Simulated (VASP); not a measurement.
Wanted: the native input for a VASP 6.6.1 run.

```yaml
Task: single point
Functional: HSE06
Potentials_or_basis: VASP PAW PBE potentials, release 64 (Te, Sn_d)
Cutoff: 520 eV
k_mesh: 3 × 3 × 3
Occupations: gaussian, width 0.1 eV
Spin: no spin polarisation
Dipole_correction: no
Grid_for_exact_exchange_PRECFOCK: Normal
Further_INCAR_settings: ALGO = Normal; EDIFF = 1e-07; NBANDS = 32
Screening_parameter: 0.2079 1/Å
```

Sn3Te:

```xyz
4
Lattice="4.8656 0.0000 0.0000 0.0000 4.8656 0.0000 0.0000 0.0000 4.8656" Properties=species:S:1:pos:R:3 pbc="T T T"
Te    0.0000    0.0000    0.0000
Sn    0.0000    2.4328    2.4328
Sn    2.4328    0.0000    2.4328
Sn    2.4328    2.4328    0.0000
```

The input as run:

POSCAR

```
Sn3Te
1.0
    4.8656220000      0.0000000000      0.0000000000
    0.0000000000      4.8656220000      0.0000000000
    0.0000000000      0.0000000000      4.8656220000
Te Sn
1 3
Direct
    0.0000000000      0.0000000000      0.0000000000
    0.0000000000      0.5000000000      0.5000000000
    0.5000000000      0.0000000000      0.5000000000
    0.5000000000      0.5000000000      0.0000000000
```

INCAR.step1

```
PREC     = Accurate       # precision mode
ENCUT    = 520            # plane-wave cutoff, eV
EDIFF    = 1E-5           # SCF threshold, eV
ISMEAR   = 0              # smearing method
SIGMA    = 0.1            # smearing width, eV
LREAL    = False          # projectors in reciprocal space
LASPH    = True           # aspherical terms in the spheres
NELM     = 100            # most SCF steps
ALGO     = Normal         # electronic algorithm
ISIF     = 2              # what is computed and relaxed
LWAVE    = True           # write WAVECAR
LCHARG   = False          # write CHGCAR
NBANDS   = 32             # bands
GGA      = PE             # functional
```

INCAR.step2

```
PREC     = Accurate       # precision mode
ENCUT    = 520            # plane-wave cutoff, eV
EDIFF    = 1E-7           # SCF threshold, eV
ISMEAR   = 0              # smearing method
SIGMA    = 0.1            # smearing width, eV
LREAL    = False          # projectors in reciprocal space
LASPH    = True           # aspherical terms in the spheres
NELM     = 100            # most SCF steps
ALGO     = Normal         # electronic algorithm
ISIF     = 2              # what is computed and relaxed
LWAVE    = False          # write WAVECAR
LCHARG   = False          # write CHGCAR
GGA      = PE             # functional
LHFCALC  = True           # exact exchange
HFSCREEN = 0.2079         # screening, 1/A
PRECFOCK = Normal       
NBANDS   = 32             # bands
ISTART   = 1
```

KPOINTS

```
regular mesh
0
Gamma
  3 3 3
```

Potentials or basis: VASP PAW PBE potentials, release 64 (Te, Sn_d).

Launch:

```console
$ cat potpaw_PBE.64/Te/POTCAR potpaw_PBE.64/Sn_d/POTCAR > POTCAR
$ cp INCAR.step1 INCAR
$ mpirun -np 1 vasp_std > vasp.out
$ cp INCAR.step2 INCAR
$ mpirun -np 1 vasp_std > vasp.out
```

Results of the run:

```yaml
Pressure: -2.2 GPa
Band_gap_on_the_k_mesh: zero (band 24 reaches 8.22 eV, above the bottom of band 25 at 7.67 eV)
```

Caveat: the k points lie up to 0.43 Å⁻¹ apart; the PAW data sets were made with another functional, which shifts forces and pressure a little; spin-orbit coupling is left out, which moves the levels of the heavy elements.

Run time: 23 min on 1 thread of Oxide Virtual Turin-like Processor, on a shared host, peak memory 0.31 GiB.
